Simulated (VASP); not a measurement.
# BP (I-4m2) in VASP: a series of runs

The runs below take BP through single point, with PBE.

Program: VASP 6.6.1. These are calculated values, not measurements. Logs are shortened: lines on timing, memory, paths and dates and some standing lists are left out, and cuts for length are marked.

## Step 1: The cell of the first run

It takes space group I-4m2 (No. 119, tetragonal). The conventional cell has a = 3.610 Å, b = 3.610 Å, c = 3.610 Å, α = 90.00°, β = 90.00°, γ = 90.00°. Within 2.7 Å of B (site symmetry -4m2) lie 4 P at 2.02 Å. P (site symmetry -4m2) has 4 B at 2.02 Å within 2.7 Å.

## Step 2: Single point, PBE

Input file INCAR:

```
SYSTEM = BP
  PREC = Accurate
  ENCUT = 520
  EDIFF = 1E-6
  ISMEAR = 0
  SIGMA = 0.05
  LREAL = .False.
  LASPH = .True.
  NELM = 100
  ALGO = Normal
  ISIF = 2
  LWAVE = .False.
  LCHARG = .False.
  GGA = PE
  NBANDS = 11
```

Input file KPOINTS:

```
regular mesh
0
Gamma
  12 12 12
  0 0 0
```

Input file POSCAR:

```
BP
1.0
    0.0000000000      2.5527776634      1.8048138080
    2.5527776634      0.0000000000      1.8048138080
    2.5527776634      2.5527776634      0.0000000000
B P
1 1
Direct
    0.0000000000      0.0000000000      0.0000000000
    0.7500000000      0.7500000000      0.7500000000
```

Potentials or basis: VASP PAW PBE potentials, release 64 (B, P).

Launch:

```
$ cat potpaw_PBE.64/B/POTCAR potpaw_PBE.64/P/POTCAR > POTCAR
$ mpirun -np 1 vasp_std > vasp.out
```

OUTCAR:

```text
SYSTEM = BP
   PREC = Accurate
   ENCUT = 520
   EDIFF = 1E-6
   ISMEAR = 0
   LREAL = .False.
   LASPH = .True.
   NELM = 100
   ISIF = 2
   GGA = PE

 ion  position               nearest neighbor table
   1  0.000  0.000  0.000-   2 2.02   2 2.02   2 2.02   2 2.02
   2  0.750  0.750  0.750-   1 2.02   1 2.02   1 2.02   1 2.02

  LATTYP: Found a body centered tetragonal cell.
 ALAT       =     3.6101727933
 C/A-ratio  =     0.9998489886

  Lattice vectors:

 A1 = (   0.0000000000,  -2.5527776634,  -1.8048138080)
 A2 = (   0.0000000000,   2.5527776634,  -1.8048138080)
 A3 = (   2.5527776634,   0.0000000000,   1.8048138080)

Analysis of symmetry for initial positions (statically):
=====================================================================
 Subroutine PRICEL returns:
 Original cell was already a primitive cell.

 Routine SETGRP: Setting up the symmetry group for a
 body centered tetragonal supercell.

 Subroutine GETGRP returns: Found  8 space group operations
 (whereof  8 operations were pure point group operations)
 out of a pool of 16 trial point group operations.

The static configuration has the point symmetry D_2d.

Analysis of symmetry for dynamics (positions and initial velocities):
=====================================================================
 Subroutine PRICEL returns:
 Original cell was already a primitive cell.

 Routine SETGRP: Setting up the symmetry group for a
 body centered tetragonal supercell.

 Subroutine GETGRP returns: Found  8 space group operations
 (whereof  8 operations were pure point group operations)
 out of a pool of 16 trial point group operations.

The dynamic configuration has the point symmetry D_2d.

 Subroutine INISYM returns: Found  8 space group operations
 (whereof  8 operations are pure point group operations),
 and found     1 'primitive' translations

----------------------------------------------------------------------------------------

                                     Primitive cell

  volume of cell :      23.5228

  direct lattice vectors                    reciprocal lattice vectors
     0.000000000  2.552777663  1.804813808    -0.195865080  0.195865080  0.277036888
     2.552777663  0.000000000  1.804813808     0.195865080 -0.195865080  0.277036888
     2.552777663  2.552777663  0.000000000     0.195865080  0.195865080 -0.277036888

  length of vectors
     3.126343980  3.126343980  3.610172793     0.391759742  0.391759742  0.391759742

  position of ions in fractional coordinates (direct lattice)
     0.000000000  0.000000000  0.000000000
     0.750000000  0.750000000  0.750000000

  ion indices of the primitive-cell ions
   primitive index   ion index
                 1           1
                 2           2

----------------------------------------------------------------------------------------

 KPOINTS: regular mesh

Automatic generation of k-mesh.
 Grid dimensions read from file:
 generate k-points for:   12   12   12

 Generating k-lattice:

  Cartesian coordinates                     Fractional coordinates (reciprocal lattice)
    -0.016322090  0.016322090  0.023086407     0.083333333  0.000000000  0.000000000
     0.016322090 -0.016322090  0.023086407     0.000000000  0.083333333  0.000000000
     0.016322090  0.016322090 -0.023086407     0.000000000  0.000000000  0.083333333

  Length of vectors
     0.032646645  0.032646645  0.032646645

  Shift w.r.t. Gamma in fractional coordinates (k-lattice)
     0.000000000  0.000000000  0.000000000

 Subroutine IBZKPT returns following result:
 ===========================================

 Found    163 irreducible k-points:

 Following reciprocal coordinates:
            Coordinates               Weight
  0.000000  0.000000  0.000000      1.000000
  0.083333 -0.000000  0.000000      8.000000
  0.166667  0.000000  0.000000      8.000000
  0.250000  0.000000  0.000000      8.000000
  0.333333  0.000000  0.000000      8.000000
  0.416667  0.000000  0.000000      8.000000
[... 16 lines left out ...]
  0.500000  0.166667  0.000000      8.000000
 -0.416667  0.166667  0.000000      8.000000
 [... further k-points ...]
   k-points           NKPTS =    163   k-points in BZ     NKDIM =    163   number of bands    NBANDS=     11
   number of dos      NEDOS =    301   number of ions     NIONS =      2
   total plane-waves  NPLWV =  16128
   dimension x,y,z NGX =    24 NGY =   24 NGZ =   28
   dimension x,y,z NGXF=    48 NGYF=   48 NGZF=   56
   ions per type =               1   1
   NGX,Y,Z   is equivalent  to a cutoff of  12.76, 12.76, 12.89 a.u.
   NGXF,Y,Z  is equivalent  to a cutoff of  25.52, 25.52, 25.79 a.u.
 SYSTEM =  BP
   PREC   = accura    normal or accurate (medium, high low for compatibility)
   ISTART =      0    job   : 0-new  1-cont  2-samecut
   ICHARG =      2    charge: 1-file 2-atom 10-const
   ISPIN  =      1    spin polarized calculation?
   LNONCOLLINEAR =      F non collinear calculations
   LSORBIT =      F    spin-orbit coupling
   LASPH  =      T    aspherical Exc in radial PAW
   ENCUT  =  520.0 eV  38.22 Ry    6.18 a.u.   5.81  5.81  6.71*2*pi/ulx,y,z
   NELM   =    100;   NELMIN=  2; NELMDL= -5     # of ELM steps
   EDIFF  = 0.1E-05   stopping-criterion for ELM
   LREAL  =      F    real-space projection
   EDIFFG = 0.1E-04   stopping-criterion for IOM
   NSW    =      0    number of steps for IOM
   IBRION =     -1    ionic relax: 0-MD 1-quasi-New 2-CG
   NFREE  =      0    steps in history (QN), initial steepest desc. (CG)
   ISIF   =      2    stress and relaxation
   ISYM   =      2    0-nonsym 1-usesym 2-fastsym
   POTIM  = 0.5000    time-step for ionic-motion
   TEBEG  =    0.0;   TEEND  =   0.0 temperature during run
   PSTRESS=    0.0 pullay stress
   NELECT =       8.0000    total number of electrons
   NUPDOWN=      -1.0000    fix difference up-down
   EMIN   =  10.00;   EMAX   =-10.00  energy-range for DOS
   EFERMI =   0.00;   METHOD = LEGACY
   ISMEAR =     0;   SIGMA  =   0.05  broadening in eV -4-tet -1-fermi 0-gaus
   EFERMI_NEDOS =   21; number of points for ismear=-14 and -15
   IALGO  =     38    algorithm
   IMIX   =      4    mixing-type and parameters
     AMIX     =   0.40;   BMIX     =  1.00
     AMIX_MAG =   1.60;   BMIX_MAG =  1.00
  volume/ion in A,a.u.               =      11.76        79.37
  Fermi-wavevector in a.u.,A,eV,Ry     =   1.142726  2.159439 17.766790  1.305822
  Thomas-Fermi vector in A             =   2.279423
   LORBIT       =      0    0 simple, 1 ext, 2 COOP (PROOUT), +10 PAW based schemes
   GGA     = PE    functional components
   LHFCALC =     F    Hartree Fock is set to
   AEXX    =    0.0000 exact exchange contribution
   IVDW    =     0    specifies the selected vdW correction
   LEPSILON=     F    determine dielectric tensor
   LRPA    =     F    only Hartree local field effects (RPA)
 non-spin polarized calculation
 Gauss-broadening in eV      SIGMA  =   0.05
  energy-cutoff  :      520.00
  volume of cell :       23.52
 maximum number of plane-waves:       682
   NGX = 11   NGY = 11   NGZ = 13

 number of electron       8.0000000 magnetization

 Free energy of the ion-electron system (eV)
  ---------------------------------------------------
  ext. energy  EPLUGINS =         0.00000000
  ---------------------------------------------------
  free energy    TOTEN  =       -11.94800656 eV

  energy without entropy =      -11.94717313  energy(sigma->0) =      -11.94758984

 E-fermi :   7.3183     XC(G=0): -11.0355

 val. band max:        7.3120411602   @ k =   0.5000   0.3333   0.0833
 cond. band min:       7.3358426760   @ k =   0.4167   0.2500   0.0000
 fundamental gap:      0.0238015157
 Fermi energy:         7.3182691381

 k-point     1 :       0.0000    0.0000    0.0000
  band No.  band energies     occupation
      1      -7.9398      2.00000
      2       6.6706      2.00000
      3       6.6706      2.00000
      4       9.2361      0.00000
      5      10.2898      0.00000
      6      12.3534      0.00000
      7      12.3534      0.00000
      8      13.5265      0.00000
      9      15.5734      0.00000
     10      18.8568      0.00000
     11      20.2279      0.00000

 k-point     2 :       0.0833   -0.0000    0.0000
  band No.  band energies     occupation
      1      -7.8064      2.00000
      2       6.1899      2.00000
      3       6.4104      2.00000
      4       8.7372      0.00000
      5      10.1942      0.00000
      6      12.3883      0.00000
      7      12.5288      0.00000
      8      14.0157      0.00000
      9      15.7167      0.00000
     10      18.6191      0.00000
     11      19.9834      0.00000

 k-point     3 :       0.1667    0.0000    0.0000
  band No.  band energies     occupation
      1      -7.4093      2.00000
      2       4.8062      2.00000
      3       5.8177      2.00000
      4       8.0384      0.00000
      5       9.8644      0.00000
      6      12.1594      0.00000
      7      12.7800      0.00000
      8      15.2781      0.00000
      9      16.5900      0.00000
     10      18.3381      0.00000
     11      21.0008      0.00000

 k-point     4 :       0.2500    0.0000    0.0000
  band No.  band energies     occupation
      1      -6.7604      2.00000
      2       2.9598      2.00000
      3       5.1778      2.00000
      4       7.5283      0.00000
      5       9.3855      0.00000
      6      11.6449      0.00000
      7      13.2882      0.00000
      8      16.6574      0.00000
      9      18.2874      0.00000
     10      18.5367      0.00000
     11      22.0992      0.00000
[... 239 lines left out ...]
 k-point    22 :       0.4167    0.1667    0.0000
  band No.  band energies     occupation
      1      -4.4512      2.00000
      2      -0.0053      2.00000
      3       3.3411      2.00000
      4       5.3636      2.00000
      5       8.6398      0.00000
      6      12.5818      0.00000
      7      12.7998      0.00000
      8      15.8706      0.00000
      9      22.2466      0.00000
     10      22.8079      0.00000
     11      24.1288      0.00000

 k-point    23 :       0.5000    0.1667    0.0000
  band No.  band energies     occupation
      1      -3.8525      2.00000
      2      -0.8944      2.00000
      3       3.2245      2.00000
      4       5.2046      2.00000
      5       8.9963      0.00000
      6      12.7128      0.00000
      7      13.0614      0.00000
      8      15.5526      0.00000
      9      22.3486      0.00000
     10      23.2742      0.00000
     11      23.4100      0.00000

 k-point    24 :      -0.4167    0.1667    0.0000
  band No.  band energies     occupation
      1      -4.3826      2.00000
      2      -0.2415      2.00000
      3       3.3445      2.00000
      4       5.1966      2.00000
      5       9.1189      0.00000
      6      12.8223      0.00000
      7      14.1010      0.00000
      8      15.2731      0.00000
      9      20.7903      0.00000
     10      21.8306      0.00000
     11      22.1254      0.00000

 [... further k-points ...]
[... 5 lines left out ...]
  --------------------------------------------------------------------------------------
  -------------------------------------------------------------------------------------
  Total       -2.7958881     -2.7958881      3.4395807      0.0000000      0.0000000      0.0000000
  in kB     -190.4329048   -190.4329048    234.2759507      0.0000000      0.0000000      0.0000000
  external PRESSURE =     -48.8632863 kB  Pullay stress =       0.0000000 kB

 VOLUME and BASIS-vectors are now :
 -----------------------------------------------------------------------------
  energy-cutoff  :      520.00
  volume of cell :       23.52
      direct lattice vectors                 reciprocal lattice vectors
     0.000000000  2.552777663  1.804813808    -0.195865080  0.195865080  0.277036888
     2.552777663  0.000000000  1.804813808     0.195865080 -0.195865080  0.277036888
     2.552777663  2.552777663  0.000000000     0.195865080  0.195865080 -0.277036888

 POSITION                                       TOTAL-FORCE (eV/Angst)
 -----------------------------------------------------------------------------------
      0.00000      0.00000      0.00000         0.000000      0.000000     -0.000000
      3.82917      3.82917      2.70722        -0.000000     -0.000000      0.000000
 -----------------------------------------------------------------------------------
    total drift:                                0.000000      0.000000      0.000000

  FREE ENERGIE OF THE ION-ELECTRON SYSTEM (eV)
  ---------------------------------------------------
  free  energy   TOTEN  =       -11.9480065636 eV

  energy  without entropy=      -11.9471731252  energy(sigma->0) =      -11.94758984
```

Wall time 22 s (1 thread of Intel Xeon Platinum 8259CL at 2.50GHz (Skylake/Cascade Lake), shared host); peak memory 0.17 GiB.

What came out:

| Item | Value |
| --- | --- |
| Free energy | -11.9480 eV |
| Pressure | -4.9 GPa |
| Band gap on the k mesh | zero (band 4 reaches 9.24 eV, above the bottom of band 5 at 5.92 eV) |

## Step 3: Single point, PBE

This run uses another cell than the first one, of the same volume but with other edges.

Input file INCAR:

```
ALGO = Normal
EDIFF = 1E-7
ENCUT = 520
GGA = PE
ISIF = 2
ISMEAR = 0
LASPH = T
LCHARG = F
LREAL = F
LWAVE = F
NBANDS = 11
NELM = 80
PREC = Accurate
SIGMA = 0.05
```

Input file KPOINTS:

```
k-points
0
Gamma
  12 12 12
```

Input file POSCAR:

```
BP
1.0
    0.0000000000      2.0261409742      2.8649633375
    2.0261409742      0.0000000000      2.8649633375
    2.0261409742      2.0261409742      0.0000000000
B P
1 1
Direct
    0.0000000000      0.0000000000      0.0000000000
    0.7500000000      0.7500000000      0.7500000000
```

Potentials or basis: VASP PAW PBE potentials, release 64 (B, P).

Launch:

```
$ cat potpaw_PBE.64/B/POTCAR potpaw_PBE.64/P/POTCAR > POTCAR
$ mpirun -np 1 vasp_std > vasp.out
```

It took 32 s on 1 thread of Intel Xeon Platinum 8259CL at 2.50GHz (Skylake/Cascade Lake), shared host; peak memory 0.17 GiB.

It converged, with:

| Item | Value |
| --- | --- |
| Free energy | -11.1004 eV |
| Pressure | -1.9 GPa |
| Band gap on the k mesh | zero (band 4 reaches 9.25 eV, above the bottom of band 5 at 7.69 eV) |

Stress tensor (GPa, compression positive):
```
 28.95   0.00   0.00
  0.00  28.95   0.00
  0.00   0.00 -63.54
```

Levels at points of the mesh, in eV from the Fermi level:
```
           k point  band 1  band 2  band 3  band 4  band 5  band 6  band 7  band 8  band 9
(0.00, 0.00, 0.00)  -16.25   -3.88    0.92    0.92    2.23    2.75    2.75    4.13    9.21
(0.50, 0.00, 0.00)  -12.68   -9.66   -4.77   -0.90    0.35    5.73    6.92    8.70   12.02
(0.50, 0.50, 0.00)  -13.48  -11.01   -2.02   -2.02    3.21    4.46   10.35   10.36   10.36
(0.50, 0.00, 0.50)   -9.98   -8.17   -5.86   -5.09   -0.39   -0.20    6.23    9.01    9.48
```

[end of part 1 of 2]
